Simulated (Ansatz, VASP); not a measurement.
# One calculation of Co5Ru, two programs

```
Co Ru
1.0
     4.38833    0.00000    0.00000
    -2.19416    3.80040    0.00000
     0.00000    0.00000    4.07847
Co Ru
5 1
Direct
  0.66667 0.33333 0.00000
  0.33333 0.66667 0.00000
  0.00000 0.34207 0.50000
  0.65793 0.65793 0.50000
  0.34207 0.00000 0.50000
  0.00000 0.00000 0.00000
```

Alike in both runs: functional PBE; k mesh 6 × 6 × 4; occupations gaussian, width 0.1 eV; collinear spin.

Ansatz relaxed the structure, and its values are those at the end. VASP's run is a single point on that final structure, the one shown.

|  | VASP | Ansatz |
| --- | --- | --- |
| version | VASP 6.6.1 | Ansatz 0.2.0 |
| potentials or method | VASP PAW PBE potentials, release 64 (Co, Ru_pv), cutoff 520 eV | scalar-relativistic, plane waves, PAW |
| valence electrons in the cell | 59 | 101 |

Ansatz gave:

| Item | Value |
| --- | --- |
| gap on the k mesh at the Fermi level (eV) | none |
| pressure (GPa) | 0.2 |
| rms of the force components (eV/Å) | 0.005 |
| net moment per atom (μB) | 1.24 |
| size of the moment on the site where the two differ most (μB) | 1.62 |

Problem. What did VASP give for the same quantities?

Solution. gap on the k mesh at the Fermi level (eV): none; pressure (GPa): -0.5; rms of the force components (eV/Å): 0.001; net moment per atom (μB): 1.23; size of the moment on the site where the two differ most (μB): 1.56.

Site moments also hang on the region over which each program counts them. A gap of «none» marks a metal or a gap that the smearing closes. VASP's potentials hold 59 valence electrons a cell and Ansatz's 101, so a difference there can come from the potentials and not from the codes.

The k mesh is coarse, so the values compare programs but aren't converged.
